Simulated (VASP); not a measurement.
The system is SrTe.

```
Sr Te
1.0
     0.00000    3.35266    3.35266
     3.35266    0.00000    3.35266
     3.35266    3.35266    0.00000
Sr Te
1 1
Direct
  0.00000 0.00000 0.00000
  0.50000 0.50000 0.50000
```

Base run:

| Item | Value |
| --- | --- |
| Program | VASP 6.6.1 |
| Functional | HF |
| Potentials or basis | VASP PAW PBE potentials, release 64 (Sr_sv, Te) |
| Cutoff | 400 eV |
| k mesh | 4 × 4 × 4 |
| Occupations | gaussian, width 0.01 eV |
| Spin | no spin polarisation |

Its results: band gap on the k mesh 8.27 eV (least direct gap 8.71 eV); pressure 2.5 GPa.

After a change of settings the same cell gave: band gap on the k mesh 2.65 eV (least direct gap 3.43 eV); pressure 0.0 GPa. Which change was it?
A. functional from HF to PBE0; share of exact exchange from 1 to 0.25
B. functional from HF to HSE06; share of exact exchange from 1 to 0.25
C. functional from HF to r2SCANh; cutoff from 400 eV to 440 eV; share of exact exchange from 1 to 0.1

C.

Caveats: the PAW data sets were made with another functional, which shifts forces and pressure a little; spin-orbit coupling is left out, which moves the levels of the heavy elements.
